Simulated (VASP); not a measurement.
Runs of VASP 6.6.1 on Zn16Se15S (a cell with a defect). The cell holds a defect, 32 atoms: a = 9.812 Å, b = 9.812 Å, c = 9.812 Å, α = 109.47°, β = 109.47°, γ = 109.47°. 

```tsv
level	potentials or basis	k mesh	smearing	gap on the mesh (eV)	pressure (GPa)	largest force (eV/Å)
LDA	VASP PAW LDA potentials, release 64 (Zn, Se, S)	1 × 1 × 1, shifted	fermi-dirac 0.01 eV	(a)	-3.5	0.02
PBE	VASP PAW PBE potentials, release 64 (Zn, Se, S)	1 × 1 × 1, shifted	fermi-dirac 0.01 eV	3.13	2.0	0.02
PBE	VASP PAW PBE potentials, release 64 (Zn, Se, S)	1 × 1 × 1	fermi-dirac 0.01 eV	1.28	2.1	0.02
PBE	VASP PAW PBE potentials, release 64 (Zn, Se, S)	1 × 1 × 1, shifted	gaussian 0.01 eV	3.13	2.0	0.02
```

Alike in all rows: task single point; no spin polarisation; cell as given; cutoff (eV) 400.

Q: Fill in the values left out.

A: (a) 2.96.

Caveats: all runs use coarse meshes.

A k mesh can miss the band edges, and the runs leave out spin-orbit coupling on Se.
